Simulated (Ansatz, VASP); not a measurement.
**Two plane-wave programs on FeO**

```xyz
2
Lattice="0.0000 2.1554 2.1554 2.1554 0.0000 2.1554 2.1554 2.1554 0.0000" Properties=species:S:1:pos:R:3 pbc="T T T"
Fe    0.0000    0.0000    0.0000
O     2.1554    2.1554    2.1554
```

Alike in both runs: task single point; functional RPBE; dispersion D4; k mesh 11 × 11 × 11; occupations tetrahedron; collinear spin.

|  | VASP | Ansatz |
| --- | --- | --- |
| version | VASP 6.6.1 | Ansatz 0.2.0 |
| potentials or method | VASP PAW PBE potentials, release 64 (Fe, O) | SSSP precision PAW |
| plane-wave cutoff (eV) | 520 | 1225 |
| valence electrons in the cell | 14 | 22 |

```tsv
	VASP	Ansatz	Ansatz less VASP
gap on the k mesh at the Fermi level (eV)	none	none	-
pressure (GPa)	-3.8	-3.3	+0.51
net moment per atom (μB)	2.00	2.00	0.000
size of the moment on the site where the two differ most (μB)	3.63	3.46	-0.162
```

VASP's potentials were made for PBE, not for RPBE. Site moments also hang on the region over which each program counts them. A gap of «none» marks a metal or a gap that the smearing closes. VASP's potentials hold 14 valence electrons a cell and Ansatz's 22, so a difference there can come from the potentials and not from the codes.
